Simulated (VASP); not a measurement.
Wanted: the native input for a VASP 6.6.1 run.

```yaml
Task: single point
Functional: PBEsol
Potentials_or_basis: VASP PAW PBE potentials, release 64 (Ag, Br)
Cutoff: 500 eV
k_mesh: 6 × 6 × 6
Occupations: gaussian, width 0.02 eV
Spin: no spin polarisation
Dipole_correction: no
Further_INCAR_settings: ALGO = Normal; EDIFF = 1e-06; NBANDS = 16
```

The structure of AgBr lies in POSCAR:

```
AgBr
1.0
    0.0000000000      2.8376848564      2.8376848564
    2.8376848564      0.0000000000      2.8376848564
    2.8376848564      2.8376848564      0.0000000000
Ag Br
1 1
Direct
    0.0000000000      0.0000000000      0.0000000000
    0.5000000000      0.5000000000      0.5000000000
```

These files were run (other wordings do the same):

INCAR

```
SYSTEM = AgBr
PREC = Accurate ; ENCUT = 500
EDIFF = 1E-6 ; ISMEAR = 0
SIGMA = 0.02 ; LREAL = .FALSE.
LASPH = .TRUE. ; NELM = 120
ALGO = Normal ; ISIF = 2
LWAVE = .FALSE. ; LCHARG = .TRUE.
GGA = PS ; LELF = .TRUE.
LVHAR = .TRUE. ; NBANDS = 16
GGA_COMPAT = .FALSE.
```

KPOINTS

```
Automatic mesh
0
G
  6 6 6
  0 0 0
```

Potentials or basis: VASP PAW PBE potentials, release 64 (Ag, Br).

Command:

```console
$ cat potpaw_PBE.64/Ag/POTCAR potpaw_PBE.64/Br/POTCAR > POTCAR
$ mpirun -np 1 vasp_std > vasp.out
```

Results of the run:

The pressure is 0.0 GPa and the band gap on the k mesh is 0.50 eV (least direct gap 2.57 eV).

Caveat: semilocal functionals underestimate gaps, and a narrow one can read as zero; the PAW data sets were made with another functional, which shifts forces and pressure a little.

It took 6.4 s on 1 thread of AMD EPYC 9R45 96-Core Processor (Zen 5), on a shared host, peak memory 0.14 GiB.
